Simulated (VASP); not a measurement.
Lu: single point with PBE

Lu:

```
Lu
1.0
     3.42619    0.00000    0.00000
    -1.71309    2.96717    0.00000
     0.00000    0.00000   10.98192
Lu
4
Cartesian
  0.0000 0.0000 10.9819
  0.0000 0.0000 5.4910
  0.0000 1.9781 2.7455
  1.7131 0.9891 8.2364
```

```json
{"Program": "VASP 6.6.1", "Task": "single point", "Functional": "PBE", "Potentials or basis": "VASP PAW PBE potentials, release 64 (Lu)", "Cutoff": "520 eV", "k mesh": "14 × 14 × 4", "Occupations": "fermi-dirac, width 0.1 eV", "Spin": "no spin polarisation"}
```

```json
{"Pressure": "2.1 GPa", "Band gap on the k mesh": "zero (bands 50 and 51 overlap by 1.48 eV)"}
```

Stress tensor (GPa, compression positive):
```
2.02 0.00 0.00
0.00 2.02 0.00
0.00 0.00 2.15
```

Levels at points of the mesh, in eV from the Fermi level:
| k point | band 48 | band 49 | band 50 | band 51 | band 52 | band 53 |
| --- | --- | --- | --- | --- | --- | --- |
| (0.00, 0.00, 0.00) | -2.57 | 0.59 | 1.03 | 1.09 | 2.06 | 2.06 |
| (0.50, 0.00, 0.00) | -1.66 | -0.64 | -0.48 | -0.37 | 0.36 | 1.01 |
| (0.00, 0.00, 0.50) | -3.13 | 0.55 | 0.55 | 1.97 | 1.97 | 2.21 |
| (0.50, 0.00, 0.50) | -1.85 | -0.64 | -0.64 | 0.11 | 0.11 | 1.48 |

Wall time 15 min on 1 thread of AMD EPYC 7R43 64-Core Processor (Zen 3) (shared host), peak memory 0.42 GiB.

Caveat: spin-orbit coupling is left out, which moves the levels of the heavy elements.
